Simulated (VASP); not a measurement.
# Tc (P6_3/mmc) in VASP: a series of runs

The runs below take Tc through single point, with PBEsol.

Program: VASP 6.6.1. These are calculated values, not measurements. Logs are shortened: lines on timing, memory, paths and dates and some standing lists are left out, and cuts for length are marked.

## Step 1: The cell of the first run

Symmetry: P6_3/mmc, No. 194, hexagonal system. Conventional cell: a = 2.671 Å, b = 2.671 Å, c = 8.595 Å, α = 90.00°, β = 90.00°, γ = 120.00°. Within 3.5 Å of Tc (site symmetry -6m2) lie 12 Tc at 2.64 to 2.67 Å. Within 3.5 Å of Tc (site symmetry -3m) lie 12 Tc at 2.64 to 2.67 Å.

## Step 2: Single point, PBEsol

The input, INCAR:

```
PREC = Accurate
ENCUT = 520
EDIFF = 1E-6
ISMEAR = -1
SIGMA = 0.05
LREAL = F
LASPH = T
NELM = 60
ALGO = Normal
ISIF = 2
LWAVE = F
LCHARG = F
GGA = PS
NBANDS = 34
```

The input, KPOINTS:

```
Automatic mesh
0
Gamma
  11 11 3
```

The input, POSCAR:

```
Tc
1.0
    2.6712829250      0.0000000000      0.0000000000
   -1.3356414625      2.3133988738      0.0000000000
    0.0000000000      0.0000000000      8.5947530354
Tc
4
Direct
    0.6666666667      0.3333333333      0.7500000000
    0.0000000000      0.0000000000      0.5000000000
    0.3333333333      0.6666666667      0.2500000000
    0.0000000000      0.0000000000      0.0000000000
```

Potentials or basis: VASP PAW PBE potentials, release 64 (Tc_pv).

Started as:

```bash
> cat potpaw_PBE.64/Tc_pv/POTCAR > POTCAR
> mpirun -np 1 vasp_std > vasp.out
```

OUTCAR:

```text
PREC = Accurate
   ENCUT = 520
   EDIFF = 1E-6
   ISMEAR = -1
   LREAL = F
   LASPH = T
   NELM = 60
   ISIF = 2
   GGA = PS

 ion  position               nearest neighbor table
   1  0.667  0.333  0.750-   2 2.64   4 2.64   2 2.64   4 2.64   2 2.64   4 2.64
   2  0.000  0.000  0.500-   1 2.64   3 2.64   1 2.64   3 2.64   1 2.64   3 2.64
   3  0.333  0.667  0.250-   2 2.64   4 2.64   2 2.64   4 2.64   2 2.64   4 2.64
   4  0.000  0.000  0.000-   1 2.64   3 2.64   1 2.64   3 2.64   1 2.64   3 2.64

  LATTYP: Found a hexagonal cell.
 ALAT       =     2.6712829250
 C/A-ratio  =     3.2174626487

  Lattice vectors:

 A1 = (   2.6712829250,   0.0000000000,   0.0000000000)
 A2 = (  -1.3356414625,   2.3133988738,   0.0000000000)
 A3 = (   0.0000000000,   0.0000000000,   8.5947530354)

Analysis of symmetry for initial positions (statically):
=====================================================================
 Subroutine PRICEL returns:
 Original cell was already a primitive cell.

 Routine SETGRP: Setting up the symmetry group for a
 hexagonal supercell.

 Subroutine GETGRP returns: Found 24 space group operations
 (whereof 12 operations were pure point group operations)
 out of a pool of 24 trial point group operations.

The static configuration has the point symmetry D_3d.
 The point group associated with its full space group is D_6h.

Analysis of symmetry for dynamics (positions and initial velocities):
=====================================================================
 Subroutine PRICEL returns:
 Original cell was already a primitive cell.

 Routine SETGRP: Setting up the symmetry group for a
 hexagonal supercell.

 Subroutine GETGRP returns: Found 24 space group operations
 (whereof 12 operations were pure point group operations)
 out of a pool of 24 trial point group operations.

The dynamic configuration has the point symmetry D_3d.
 The point group associated with its full space group is D_6h.

 Subroutine INISYM returns: Found 24 space group operations
 (whereof 12 operations are pure point group operations),
 and found     1 'primitive' translations

----------------------------------------------------------------------------------------

                                     Primitive cell

  volume of cell :      53.1134

[... 88 lines left out ...]
   LSORBIT =      F    spin-orbit coupling
   LASPH  =      T    aspherical Exc in radial PAW
   ENCUT  =  520.0 eV  38.22 Ry    6.18 a.u.   4.97  4.97 15.98*2*pi/ulx,y,z
   NELM   =     60;   NELMIN=  2; NELMDL= -5     # of ELM steps
   EDIFF  = 0.1E-05   stopping-criterion for ELM
   LREAL  =      F    real-space projection
   EDIFFG = 0.1E-04   stopping-criterion for IOM
   NSW    =      0    number of steps for IOM
   IBRION =     -1    ionic relax: 0-MD 1-quasi-New 2-CG
   NFREE  =      0    steps in history (QN), initial steepest desc. (CG)
   ISIF   =      2    stress and relaxation
   ISYM   =      2    0-nonsym 1-usesym 2-fastsym
   POTIM  = 0.5000    time-step for ionic-motion
   TEBEG  =    0.0;   TEEND  =   0.0 temperature during run
   PSTRESS=    0.0 pullay stress
   NELECT =      52.0000    total number of electrons
   NUPDOWN=      -1.0000    fix difference up-down
   EMIN   =  10.00;   EMAX   =-10.00  energy-range for DOS
   EFERMI =   0.00;   METHOD = LEGACY
   ISMEAR =    -1;   SIGMA  =   0.05  broadening in eV -4-tet -1-fermi 0-gaus
   EFERMI_NEDOS =   21; number of points for ismear=-14 and -15
   IALGO  =     38    algorithm
   IMIX   =      4    mixing-type and parameters
     AMIX     =   0.40;   BMIX     =  1.00
     AMIX_MAG =   1.60;   BMIX_MAG =  1.00
  volume/ion in A,a.u.               =      13.28        89.61
  Fermi-wavevector in a.u.,A,eV,Ry     =   1.625579  3.071898 35.953480  2.642506
  Thomas-Fermi vector in A             =   2.718679
   LORBIT       =      0    0 simple, 1 ext, 2 COOP (PROOUT), +10 PAW based schemes
   GGA     = PS    functional components
   LHFCALC =     F    Hartree Fock is set to
   AEXX    =    0.0000 exact exchange contribution
   IVDW    =     0    specifies the selected vdW correction
   LEPSILON=     F    determine dielectric tensor
   LRPA    =     F    only Hartree local field effects (RPA)
 non-spin polarized calculation
  energy-cutoff  :      520.00
  volume of cell :       53.11
 maximum number of plane-waves:      1458
 NGX is ok and might be reduce to    20
   NGX =  9   NGY =  9   NGZ = 31

 number of electron      52.0000006 magnetization

 Free energy of the ion-electron system (eV)
  ---------------------------------------------------
  ext. energy  EPLUGINS =         0.00000000
  ---------------------------------------------------
  free energy    TOTEN  =       -44.90524255 eV

  energy without entropy =      -44.87884408  energy(sigma->0) =      -44.89204332

 E-fermi :  13.9001     XC(G=0): -14.3895

 val. band max:       13.8753784439   @ k =   0.0909   0.0000   0.0000
 cond. band min:      13.9171411423   @ k =   0.3636  -0.0000   0.0000
 fundamental gap:      0.0417626984
 Fermi energy:        13.9001251494

 k-point     1 :       0.0000    0.0000    0.0000
  band No.  band energies     occupation
      1     -25.8063      2.00000
      2     -25.0443      2.00000
      3     -24.9414      2.00000
      4     -24.3746      2.00000
      5     -24.3746      2.00000
      6     -24.2697      2.00000
[... 877 lines left out ...]
     33      16.4450      0.00000
     34      17.0876      0.00000

 [... further k-points ...]

------------------------ aborting loop because EDIFF is reached ----------------------------------------

  FORCE on cell =-STRESS in cart. coord.  units (eV):
  Direction    XX          YY          ZZ          XY          YZ          ZX
  --------------------------------------------------------------------------------------
  -------------------------------------------------------------------------------------
  Total        6.3788582      6.3788582      6.3747017      0.0000000     -0.0000000      0.0000000
  in kB      192.4197822    192.4197822    192.2944020      0.0000000     -0.0000000      0.0000000
  external PRESSURE =     192.3779888 kB  Pullay stress =       0.0000000 kB

 VOLUME and BASIS-vectors are now :
 -----------------------------------------------------------------------------
  energy-cutoff  :      520.00
  volume of cell :       53.11
      direct lattice vectors                 reciprocal lattice vectors
     2.671282925  0.000000000  0.000000000     0.374351960  0.216132205  0.000000000
    -1.335641462  2.313398874  0.000000000     0.000000000  0.432264410  0.000000000
     0.000000000  0.000000000  8.594753035     0.000000000  0.000000000  0.116350056

 POSITION                                       TOTAL-FORCE (eV/Angst)
 -----------------------------------------------------------------------------------
      1.33564      0.77113      6.44606        -0.000000     -0.000000     -0.000000
      0.00000      0.00000      4.29738         0.000000      0.000000     -0.000000
     -0.00000      1.54227      2.14869        -0.000000     -0.000000      0.000000
      0.00000      0.00000      0.00000         0.000000      0.000000     -0.000000
 -----------------------------------------------------------------------------------
    total drift:                                0.000000     -0.000000      0.000000

  FREE ENERGIE OF THE ION-ELECTRON SYSTEM (eV)
  ---------------------------------------------------
  free  energy   TOTEN  =       -44.9052425507 eV

  energy  without entropy=      -44.8788440818  energy(sigma->0) =      -44.89204332
```

It took 60 s on 1 thread of Oxide Virtual Turin-like, shared host; peak memory 0.15 GiB.

What came out:

- Free energy: -44.9052 eV
- Pressure: 19.2 GPa
- Band gap on the k mesh: zero (bands 26 and 27 overlap by 3.27 eV)

Levels at points of the mesh, in eV from the Fermi level:
```
           k point  band 23  band 24  band 25  band 26  band 27  band 28  band 29  band 30
(0.00, 0.00, 0.00)    -1.75    -1.42    -1.42    -1.29    -1.29     0.31     0.31     1.11
```

Caveat: the cell stands under pressure; the PAW data sets were made with another functional, which shifts forces and pressure a little.

## Step 3: Single point, PBEsol

This run uses another cell than the first one, of 13.62 Å³/atom.

The input, INCAR:

```
SYSTEM = Tc
PREC = Accurate
ENCUT = 520
EDIFF = 1E-6
ISMEAR = -1
SIGMA = 0.05
LREAL = .FALSE.
LASPH = .TRUE.
NELM = 80
ALGO = Normal
ISIF = 2
LWAVE = .FALSE.
LCHARG = .FALSE.
GGA = PS
NBANDS = 34
```

The input, KPOINTS:

```
Automatic mesh
0
G
  11 11 3
  0 0 0
```

The input, POSCAR:

```
Tc
1.0
    2.6940809814      0.0000000000      0.0000000000
   -1.3470404907      2.3331425698      0.0000000000
    0.0000000000      0.0000000000      8.6673660013
Tc
4
Direct
    0.6666666667      0.3333333333      0.7500000000
    0.0000000000      0.0000000000      0.5000000000
    0.3333333333      0.6666666667      0.2500000000
    0.0000000000      0.0000000000      0.0000000000
```

Potentials or basis: VASP PAW PBE potentials, release 64 (Tc_pv).

Started as:

```bash
> cat potpaw_PBE.64/Tc_pv/POTCAR > POTCAR
> mpirun -np 1 vasp_std > vasp.out
```

Wall time 70 s (1 thread of Oxide Virtual Turin-like, shared host); peak memory 0.15 GiB.

Results (log left out):

| Quantity | Value |
| --- | --- |
| Free energy | -45.0276 eV |
| Pressure | 9.1 GPa |
| Band gap on the k mesh | zero (bands 26 and 27 overlap by 3.13 eV) |

Levels at points of the mesh, in eV from the Fermi level:
```tsv
k point	band 23	band 24	band 25	band 26	band 27	band 28	band 29	band 30
(0.00, 0.00, 0.00)	-1.68	-1.36	-1.36	-1.23	-1.23	0.31	0.31	1.07
```

Caveat: the cell stands under pressure; the PAW data sets were made with another functional, which shifts forces and pressure a little.

## Step 4: Single point, PBEsol

This run uses another cell than the first one, of 13.81 Å³/atom.

The input, INCAR:

```
PREC = Accurate
ENCUT = 520
EDIFF = 1E-7
ISMEAR = -1
SIGMA = 0.05
LREAL = F
LASPH = T
NELM = 60
ALGO = Normal
ISIF = 2
LWAVE = F
LCHARG = T
GGA = PS
LELF = T
LVHAR = T
NBANDS = 34
```

The input, KPOINTS:

```
regular mesh
0
Gamma
  11 11 3
```

The input, POSCAR:

```
Tc
1.0
    2.7065773488      0.0000000000      0.0000000000
   -1.3532886744      2.3439647414      0.0000000000
    0.0000000000      0.0000000000      8.7068231388
Tc
4
Direct
    0.6666666667      0.3333333333      0.7500000000
    0.0000000000      0.0000000000      0.5000000000
    0.3333333333      0.6666666667      0.2500000000
    0.0000000000      0.0000000000      0.0000000000
```

Started as:

```bash
> cat potpaw_PBE.64/Tc_pv/POTCAR > POTCAR
> mpirun -np 1 vasp_std > vasp.out
```

Run time: 2 min. Hardware: 1 thread of Oxide Virtual Turin-like, shared host; peak memory 0.16 GiB.

Results (log left out):

* Free energy: -45.0604 eV
* Pressure: 4.3 GPa
* Band gap on the k mesh: zero (bands 26 and 27 overlap by 3.05 eV)

Levels at points of the mesh, in eV from the Fermi level:
```csv
k point,band 23,band 24,band 25,band 26,band 27,band 28,band 29,band 30
"(0.00, 0.00, 0.00)",-1.64,-1.33,-1.33,-1.21,-1.21,0.30,0.30,1.06
```

Caveat: the cell stands under pressure; the PAW data sets were made with another functional, which shifts forces and pressure a little.

## Step 5: The runs side by side

```tsv
cell	gap on the mesh (eV)	pressure (GPa)
a = 2.671, b = 2.671, c = 8.595 Å, angles 90.0, 90.0, 120.0°, 4 atoms	none	19.2
a = 2.694, b = 2.694, c = 8.667 Å, angles 90.0, 90.0, 120.0°, 4 atoms	none	9.1
a = 2.707, b = 2.707, c = 8.707 Å, angles 90.0, 90.0, 120.0°, 4 atoms	none	4.3
```

Alike in all rows: task single point; level PBEsol; potentials or basis VASP PAW PBE potentials, release 64 (Tc_pv); no spin polarisation; k mesh 11 × 11 × 3; cutoff (eV) 520; smearing fermi-dirac 0.05 eV.

Caveats: the cell stands under pressure; the PAW data sets were made with another functional, which shifts forces and pressure a little.

Total energies depend on the potentials used, so only differences within one code and one set of settings carry meaning.

The gap in the log of VASP goes by the Fermi energy; the results here count the filled bands.